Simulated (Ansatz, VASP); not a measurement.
**Hf in VASP and in Ansatz**

```xyz
2
Lattice="3.2046 0.0000 0.0000 -1.6023 2.7753 0.0000 0.0000 0.0000 5.0681" Properties=species:S:1:pos:R:3 pbc="T T T"
Hf    0.0000    1.8502    1.2670
Hf    1.6023    0.9251    3.8011
```

Alike in both runs: task relaxation of cell and atoms; functional PBE; k mesh 15 × 15 × 8; occupations fermi-dirac, width 0.05 eV; no spin polarisation.

```csv
,VASP,Ansatz
version,VASP 6.6.1,Ansatz 0.2.0
potentials or method,"VASP PAW PBE potentials, release 64 (Hf_pv), cutoff 600 eV","all-electron LAPW, non-relativistic"
```

VASP gave:

| Quantity | Value |
| --- | --- |
| relaxed volume (Å³/atom) | 22.45 |
| relaxed cell length with the largest relative difference (Å) | 5.060 |

Task: Which values does Ansatz return?

Result: Relaxed volume (Å³/atom): 23.62; relaxed cell length with the largest relative difference (Å): 5.207.

Ansatz ran all-electron here, and VASP with PAW potentials.

Spin-orbit coupling is off throughout.
